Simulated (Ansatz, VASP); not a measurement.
## One calculation of Ti, two programs

```
CELL_PARAMETERS angstrom
2.95000 0.00000 0.00000
-1.47500 2.55477 0.00000
0.00000 0.00000 4.68000
ATOMIC_POSITIONS crystal
Ti 0.66667 0.33333 0.75000
Ti 0.33333 0.66667 0.25000
```

Alike in both runs: task relaxation of cell and atoms; functional RPBE; dispersion D4; k mesh 10 × 10 × 6; occupations fermi-dirac, width 0.05 eV; no spin polarisation.

|  | VASP | Ansatz |
| --- | --- | --- |
| version | VASP 6.6.1 | Ansatz 0.2.0 |
| potentials or method | VASP PAW PBE potentials, release 64 (Ti_sv), cutoff 600 eV | all-electron LAPW, scalar-relativistic |

```csv
,VASP,Ansatz,Ansatz less VASP
relaxed volume (Å³/atom),17.33,17.38,+0.050
relaxed cell length with the largest relative difference (Å),4.643,4.650,+0.0063
```

VASP's potentials were made for PBE, not for RPBE. Ansatz ran all-electron here, and VASP with PAW potentials.
